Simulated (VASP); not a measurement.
Crystal: InW2O6.

```
CELL_PARAMETERS angstrom
0.00000 4.04063 4.04063
4.04063 0.00000 4.04063
4.04063 4.04063 0.00000
ATOMIC_POSITIONS crystal
In 0.50000 0.50000 0.50000
W 0.25000 0.25000 0.25000
W 0.75000 0.75000 0.75000
O 0.50000 0.50000 0.00000
O 0.00000 0.00000 0.50000
O 0.00000 0.50000 0.50000
O 0.50000 0.00000 0.00000
O 0.50000 0.00000 0.50000
O 0.00000 0.50000 0.00000
```

| Quantity | Value |
| --- | --- |
| Program | VASP 6.6.1 |
| Task | relaxation of volume and atoms at fixed shape |
| Functional | LDA |
| Potentials or basis | VASP PAW LDA potentials, release 64 (In_d, W_sv, O) |
| Cutoff | 600 eV |
| k mesh | 5 × 5 × 5 |
| Occupations | fermi-dirac, width 0.1 eV |
| Spin | no spin polarisation |

At the start: pressure -24.5 GPa; volume 14.66 Å³/atom.

**Question.** Where does the relaxation end?

**Answer.** Over 5 steps the energy falls by 162.0 meV/atom and the volume is 12.79 Å³/atom (-12.8 %); space group Fm-3m (No. 225, to 0.1 Å) before and after.

Step by step:
| step | energy change (eV) | largest force (eV/Å) | pressure (GPa) | volume (Å³) |
| --- | --- | --- | --- | --- |
| 1 | 0.0000 | 0.0000 | -24.50 | 131.94 |
| 2 | 3.0574 | 0.0000 | 80.80 | 93.59 |
| 3 | -1.4521 | 0.0000 | -1.99 | 116.10 |
| 4 | -1.4577 | 0.0000 | -0.51 | 115.39 |
| 5 | -1.4580 | 0.0000 | 0.17 | 115.07 |

Final structure:
```
In W O
1.0
     0.00000    3.86054    3.86054
     3.86054    0.00000    3.86054
     3.86054    3.86054    0.00000
In W O
1 2 6
Direct
  0.50000 0.50000 0.50000
  0.25000 0.25000 0.25000
  0.75000 0.75000 0.75000
  0.50000 0.50000 0.00000
  0.00000 0.00000 0.50000
  0.00000 0.50000 0.50000
  0.50000 0.00000 0.00000
  0.50000 0.00000 0.50000
  0.00000 0.50000 0.00000
```

Caveat: an odd number of electrons without spin polarisation forces a metal; a magnetic or distorted state may lie lower.
